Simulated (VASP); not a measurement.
**PrBe3Si: relaxation of cell and atoms with PBE**

Crystal: PrBe3Si.

```
Pr Be Si
1.0
    -1.90976    1.90976    4.96373
     1.90976   -1.90976    4.96373
     1.90976    1.90976   -4.96373
Pr Be Si
1 3 1
Direct
  0.00000 0.00000 0.00000
  0.62058 0.62058 0.00000
  0.37942 0.37942 0.00000
  0.75000 0.25000 0.50000
  0.25000 0.75000 0.50000
```

The cell was generated, and may not be a known phase.

```json
{"Program": "VASP 6.6.1", "Task": "relaxation of cell and atoms", "Functional": "PBE", "Potentials or basis": "VASP PAW PBE potentials, release 64 (Pr_3, Be, Si), 4f in core", "Cutoff": "600 eV", "k mesh": "12 × 12 × 12", "Occupations": "gaussian, width 0.1 eV", "Spin": "no spin polarisation", "Dipole correction": "no", "Further INCAR settings": "ALGO = Normal; EDIFF = 1e-07; IBRION = 2; EDIFFG = -0.01; NSW = 100; ISIF = 3"}
```

```
Relaxed volume                        : 14.55 Å³/atom
Relaxed cell                          : a = 5.661 Å, b = 5.661 Å, c = 5.661 Å, α = 140.50°, β = 140.50°, γ = 57.09°
Space group after relaxing (to 0.1 Å) : I-4m2 (No. 119)
Energy gained by relaxing             : 0.1 meV/atom
Ionic steps                           : 3
Pressure after relaxing               : 0.0 GPa
Largest force after relaxing          : 0.006 eV/Å
Band gap on the k mesh                : zero (an odd number of electrons rules out a gap without spin polarisation)
```

Forces on the atoms (eV/Å):
```
Pr   0.000  0.000  0.000
Be   0.000  0.000  0.006
Be   0.000  0.000 -0.006
Be   0.000  0.000  0.000
Si   0.000  0.000  0.000
```

Step by step:
```tsv
step	energy change (eV)	largest force (eV/Å)	pressure (GPa)	volume (Å³)
1	0.0000	0.0030	0.49	72.41
2	-0.0005	0.0069	-0.14	72.88
3	-0.0005	0.0060	0.00	72.77
```

Final structure:
```cif
data_structure
_symmetry_space_group_name_H-M 'P 1'
_symmetry_Int_Tables_number 1
_cell_length_a 5.6607
_cell_length_b 5.6607
_cell_length_c 5.6607
_cell_angle_alpha 140.500
_cell_angle_beta 140.500
_cell_angle_gamma 57.094
_cell_volume 72.77
loop_
_atom_site_label
_atom_site_type_symbol
_atom_site_fract_x
_atom_site_fract_y
_atom_site_fract_z
_atom_site_occupancy
Pr1 Pr 0.00000 0.00000 0.00000 1
Be1 Be 0.62059 0.62059 0.00000 1
Be2 Be 0.37941 0.37941 0.00000 1
Be3 Be 0.75000 0.25000 0.50000 1
Si1 Si 0.25000 0.75000 0.50000 1
```

Levels at points of the mesh, in eV from the Fermi level:
```tsv
k point	band 6	band 7	band 8	band 9	band 10	band 11	band 12	band 13	band 14
(0.00, 0.00, 0.00)	-3.40	-2.92	-2.39	-2.39	-0.53	0.76	2.43	2.43	2.72
(0.50, 0.00, 0.00)	-6.01	-3.35	-1.92	-1.08	-0.11	0.57	0.64	1.91	2.87
(0.50, 0.50, 0.00)	-5.41	-4.55	-3.38	-2.75	-2.67	-0.65	3.26	3.81	4.07
(0.50, 0.50, 0.50)	-5.63	-1.81	-1.81	-1.23	-0.42	1.37	1.47	1.47	3.51
```

It took 6.7 min on 1 thread of Intel(R) Xeon(R) Platinum 8559C (Emerald Rapids), on a shared host, peak memory 0.53 GiB.

Caveat: spin-orbit coupling is left out, which moves the levels of the heavy elements; the 4f electrons are frozen in the core, so they carry no moment and show no levels. Spin polarisation is off, so any magnetic state and its effect on volume and gap are missing.
